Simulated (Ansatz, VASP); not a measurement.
**One calculation of SnTe, two programs**

File POSCAR:

```
SnTe
1.0
    0.0000000000      3.1893303446      3.1255437377
    3.1893303446      0.0000000000      3.1255437377
    3.1893303446      3.1893303446      0.0000000000
Sn Te
1 1
Direct
    0.0000000000      0.0000000000      0.0000000000
    0.5000000000      0.5000000000      0.5000000000
```

File INCAR.step1:

```
ALGO = Normal
EDIFF = 1E-4
ENCUT = 520
GGA = PE
ISMEAR = -1
LASPH = T
LCHARG = F
LREAL = F
LWAVE = T
NBANDS = 17
NELM = 80
PREC = Accurate
SIGMA = 0.02
```

The input INCAR.step2:

```
ALGO = Normal
EDIFF = 1E-6
ENCUT = 520
ISIF = 2
ISMEAR = -1
ISTART = 1
LASPH = T
LCHARG = F
LMIXTAU = T
LREAL = F
LWAVE = F
METAGGA = R2SCAN
NBANDS = 17
NELM = 80
PREC = Accurate
SIGMA = 0.02
```

KPOINTS

```
k-points
0
Gamma
  8 8 8
```

Input for Ansatz:

```yaml
crystal:
  lattice:
    - [0.0, 3.1893303446, 3.1255437377]
    - [3.1893303446, 0.0, 3.1255437377]
    - [3.1893303446, 3.1893303446, 0.0]
  atoms:
    - { symbol: Sn, position: [0.0, 0.0, 0.0] }
    - { symbol: Te, position: [0.5, 0.5, 0.5] }
kpoints:
  mp_grid: { grid: [8, 8, 8] }
  band_path:
    path:
      - [0.0, 0.0, 0.0]
      - [0.5, 0.0, 0.5]
      - [0.625, 0.25, 0.625]
      - [0.375, 0.375, 0.75]
      - [0.5, 0.5, 0.5]
      - [0.5, 0.25, 0.75]
    npoints: 1
hamiltonian:
  xc: r2scan
scf:
  occupations: { method: fermi_dirac, width: 0.02 }
  n_extra_bands: 4
output:
  forces: true
  stress: true
  eigenvalues: true
```

Change from the starting cell: uniaxial_z strain -2.0%.

Alike in both runs: task single point; functional r2SCAN; k mesh 8 × 8 × 8; occupations fermi-dirac, width 0.02 eV; no spin polarisation.

```csv
,VASP,Ansatz
version,VASP 6.6.1,Ansatz 0.2.0
potentials or method,"VASP PAW PBE potentials, release 64 (Sn_d, Te)","plane waves, PAW"
plane-wave cutoff (eV),520,500
valence electrons in the cell,20,30
```

```tsv
	VASP	Ansatz	Ansatz less VASP
pressure (GPa)	0.9	0.9	-0.01
traceless stress, the component that is largest in VASP (GPa)	1.82	1.82	-0.005
```

VASP's potentials were made for PBE, not for r2SCAN. VASP's potentials hold 20 valence electrons a cell and Ansatz's 30, so a difference there can come from the potentials and not from the codes.

Neither program's run includes spin-orbit coupling.
